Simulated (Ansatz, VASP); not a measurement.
## Two plane-wave programs on Sc

```xyz
2
Lattice="3.3088 0.0000 0.0000 -1.6544 2.8655 0.0000 0.0000 0.0000 5.3734" Properties=species:S:1:pos:R:3 pbc="T T T"
Sc    0.0000    1.9103    1.3433
Sc    1.6544    0.9552    4.0300
```

Change from the starting cell: strain +0.0200 x Voigt [0, 0, 1, 0, 0, 0], atoms carried along.

Alike in both runs: task single point; functional PBE; k mesh 18 × 18 × 10; occupations gaussian, width 0.15 eV; no spin polarisation.

|  | VASP | Ansatz |
| --- | --- | --- |
| version | VASP 6.6.1 | Ansatz 0.2.0 |
| potentials or method | VASP PAW PBE potentials, release 64 (Sc_sv), cutoff 520 eV | scalar-relativistic, plane waves, PAW |
| valence electrons in the cell | 22 | 22 |

|  | VASP | Ansatz | Ansatz less VASP |
| --- | --- | --- | --- |
| gap on the k mesh at the Fermi level (eV) | none | none | - |
| pressure (GPa) | -1.5 | -1.6 | -0.04 |
| traceless stress, the component that is largest in VASP (GPa) | -1.84 | -1.83 | +0.003 |

A gap of «none» marks a metal or a gap that the smearing closes. With one functional, cell and mesh, what is left measures potentials, basis and numerics.
